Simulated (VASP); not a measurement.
## CdS: single point with PBE

Crystal: CdS.

```xyz
2
Lattice="0.0000 3.0720 2.6112 3.0720 0.0000 2.6112 3.0720 3.0720 0.0000" Properties=species:S:1:pos:R:3 pbc="T T T"
Cd    0.0000    0.0000    0.0000
S     4.6080    4.6080    3.9168
```

This cell differs from its parent crystal: ratio of the length along z to the lengths across it x 0.85, volume and fractional coordinates fixed.

```yaml
Program: VASP 6.6.1
Task: single point
Functional: PBE
Potentials_or_basis: VASP PAW PBE potentials, release 64 (Cd, S)
Cutoff: 520 eV
k_mesh: 10 × 10 × 10
Occupations: gaussian, width 0.05 eV
Spin: no spin polarisation
```

```json
{
  "Pressure": "2.9 GPa",
  "Band gap on the k mesh": "0.90 eV, direct"
}
```

Stress tensor (GPa, compression positive):
```
2.28 0.00 0.00
0.00 2.28 0.00
0.00 0.00 4.00
```

Levels at points of the mesh, in eV from the valence-band top:
| k point | band 7 | band 8 | band 9 | band 10 | band 11 | band 12 |
| --- | --- | --- | --- | --- | --- | --- |
| (0.00, 0.00, 0.00) | -0.36 | -0.36 | 0.00 | 0.90 | 6.50 | 6.50 |
| (0.50, 0.00, 0.00) | -4.55 | -1.24 | -0.68 | 2.62 | 6.26 | 7.23 |
| (0.50, 0.50, 0.00) | -3.48 | -2.48 | -2.48 | 3.09 | 3.20 | 10.13 |
| (0.50, 0.00, 0.50) | -4.42 | -1.93 | -1.65 | 3.57 | 4.68 | 8.46 |

It took 34 s on 1 thread of Intel(R) Xeon(R) 6975P-C (Granite Rapids) (shared host), peak memory 0.22 GiB.
